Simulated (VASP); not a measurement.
Set up this calculation in VASP 6.6.1, as the native input.

```
Task                   : relaxation of shape and atoms at fixed volume
Functional             : PBEsol
Potentials or basis    : VASP PAW PBE potentials, release 64 (Yb, B)
Cutoff                 : 600 eV
k mesh                 : 14 × 14 × 10
Occupations            : gaussian, width 0.05 eV
Spin                   : no spin polarisation
Dipole correction      : no
Further INCAR settings : ALGO = Normal; EDIFF = 1e-06; IBRION = 2; EDIFFG = -0.01; NSW = 60; ISIF = 4
```

The structure of YbB2 lies in POSCAR:

```
YbB2
1.0
    3.1594139929      0.0000000000      0.0000000000
   -1.5797069965      2.7361327789      0.0000000000
    0.0000000000      0.0000000000      3.7326309303
Yb B
1 2
Direct
    0.0000000000      0.0000000000      0.0000000000
    0.3333333333      0.6666666667      0.5000000000
    0.6666666667      0.3333333333      0.5000000000
```

These files were run (other wordings do the same):

INCAR

```
SYSTEM = YbB2
PREC = Accurate
ENCUT = 600
EDIFF = 1E-6
ISMEAR = 0
SIGMA = 0.05
LREAL = .FALSE.
LASPH = .TRUE.
NELM = 60
ALGO = Normal
ISIF = 4
LWAVE = .FALSE.
LCHARG = .FALSE.
GGA = PS
IBRION = 2
NSW = 60
EDIFFG = -0.01
```

KPOINTS

```
Automatic mesh
0
G
  14 14 10
  0 0 0
```

Potentials or basis: VASP PAW PBE potentials, release 64 (Yb, B).

Command:

```console
$ cat potpaw_PBE.64/Yb/POTCAR potpaw_PBE.64/B/POTCAR > POTCAR
$ mpirun -np 1 vasp_std > vasp.out
```

Results of the run:

| Quantity | Value |
| --- | --- |
| Ionic steps | 3 |
| Pressure after relaxing | 6.5 GPa |
| Band gap on the k mesh | zero (bands 15 and 16 overlap by 1.43 eV) |

Caveat: the PAW data sets were made with another functional, which shifts forces and pressure a little; spin-orbit coupling is left out, which moves the levels of the heavy elements.

Wall time 3.3 min on 1 thread of Intel(R) Xeon(R) Platinum 8559C (Emerald Rapids), with other jobs on the host, peak memory 0.27 GiB.
